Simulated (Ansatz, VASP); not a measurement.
Two plane-wave programs on LiTa4O

INCAR

```
PREC = Accurate
ENCUT = 600
EDIFF = 1E-7
ISMEAR = 0
SIGMA = 0.1
LREAL = F
LASPH = T
NELM = 60
ALGO = Fast
ISIF = 3
LWAVE = F
LCHARG = F
GGA = PE
IBRION = 2
NSW = 100
EDIFFG = -0.01
```

File KPOINTS:

```
regular mesh
0
Gamma
  12 12 4
```

File POSCAR:

```
LiTa4O
1.0
    2.8885653428      0.0000000000      0.0000000000
   -1.4442826714      2.5015709674      0.0000000000
    0.0000000000      0.0000000000     13.3925565708
Li Ta O
1 4 1
Direct
    0.0000000000      0.0000000000      0.5000000000
    0.6666666667      0.3333333333      0.6946637406
    0.0000000000      0.0000000000      0.8837344055
    0.0000000000      0.0000000000      0.1162655945
    0.6666666667      0.3333333333      0.3053362594
    0.6666666667      0.3333333333      0.0000000000
```

Input for Ansatz:

```yaml
crystal:
  lattice:
    - [2.8885653428, 0.0, 0.0]
    - [-1.4442826714, 2.5015709674, 0.0]
    - [0.0, 0.0, 13.3925565708]
  atoms:
    - { symbol: Li, position: [0.0, 0.0, 0.5] }
    - { symbol: Ta, position: [0.6666666667, 0.3333333333, 0.6946637406] }
    - { symbol: Ta, position: [0.0, 0.0, 0.8837344055] }
    - { symbol: Ta, position: [0.0, 0.0, 0.1162655945] }
    - { symbol: Ta, position: [0.6666666667, 0.3333333333, 0.3053362594] }
    - { symbol: O, position: [0.6666666667, 0.3333333333, 0.0] }
basis:
  ecutwfc: 420
kpoints:
  mp_grid: { grid: [12, 12, 4] }
hamiltonian:
  xc: pbe
scf:
  occupations: { method: gaussian, width: 0.1 }
output:
  forces: true
  stress: true
  eigenvalues: true
  write_density: true
  write_potential: true
  elf: true
  volumetric_format: npy
relax:
  adjacent_minimum: "off"
  f_tol: 0.01
  max_steps: 80
  cell: { stress_tol: 0.05 }
```

Change from the starting cell: species swapped into the NbWSe4 type (P-6m2, No. 187).

Alike in both runs: task relaxation of cell and atoms; functional PBE; k mesh 12 × 12 × 4; occupations gaussian, width 0.1 eV; no spin polarisation.

```csv
,VASP,Ansatz
version,VASP 6.6.1,Ansatz 0.2.0
potentials or method,"VASP PAW PBE potentials, release 64 (Li_sv, Ta_pv, O), cutoff 600 eV","scalar-relativistic, plane waves, PAW"
valence electrons in the cell,53,61
```

|  | VASP | Ansatz | Ansatz less VASP |
| --- | --- | --- | --- |
| gap on the k mesh at the Fermi level, each at its own relaxed structure (eV) | none | none | - |
| relaxed volume (Å³/atom) | 16.14 | 16.14 | -0.007 |
| relaxed length of the cell vector where the two differ most in proportion (Å) | 2.888 | 2.887 | -0.0005 |

A gap of «none» marks a metal or a gap that the smearing closes. VASP's potentials hold 53 valence electrons a cell and Ansatz's 61, so a difference there can come from the potentials and not from the codes.

Neither program's run includes spin-orbit coupling. Noted on VASP's run: the cutoff is under 1.25 times that of the potentials, so the pressure is a little rough.
